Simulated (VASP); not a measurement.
Input of a VASP 6.6.1 run:

INCAR

```
PREC     = Accurate       # precision mode
ENCUT    = 500            # plane-wave cutoff, eV
EDIFF    = 1E-6           # SCF threshold, eV
ISMEAR   = -1             # smearing method
SIGMA    = 0.05           # smearing width, eV
LREAL    = F              # projectors in reciprocal space
LASPH    = T              # aspherical terms in the spheres
NELM     = 120            # most SCF steps
ALGO     = Normal         # electronic algorithm
ISIF     = 2              # what is computed and relaxed
LWAVE    = F              # write WAVECAR
LCHARG   = F              # write CHGCAR
GGA      = LIBXC          # functional
LIBXC1   = GGA_X_B88    
LIBXC2   = GGA_C_PBE    
NBANDS   = 13             # bands
GGA_COMPAT= F
```

The input KPOINTS:

```
Automatic mesh
0
Gamma
  9 9 9
```

Contents of POSCAR:

```
Pb
1.0
    0.0000000000      2.5129997992      2.5129997992
    2.5129997992      0.0000000000      2.5129997992
    2.5129997992      2.5129997992      0.0000000000
Pb
1
Direct
    0.0000000000      0.0000000000      0.0000000000
```

Potentials or basis: VASP PAW PBE potentials, release 64 (Pb_d).

Command:

```bash
$ cat potpaw_PBE.64/Pb_d/POTCAR > POTCAR
$ mpirun -np 1 vasp_std > vasp.out
```

Predict the pressure.

-0.1 GPa.

Predict the band gap on the k mesh.

zero (bands 7 and 8 overlap by 8.48 eV).

Caveat: the PAW data sets were made with another functional, which shifts forces and pressure a little; spin-orbit coupling is left out, which moves the levels of the heavy elements.
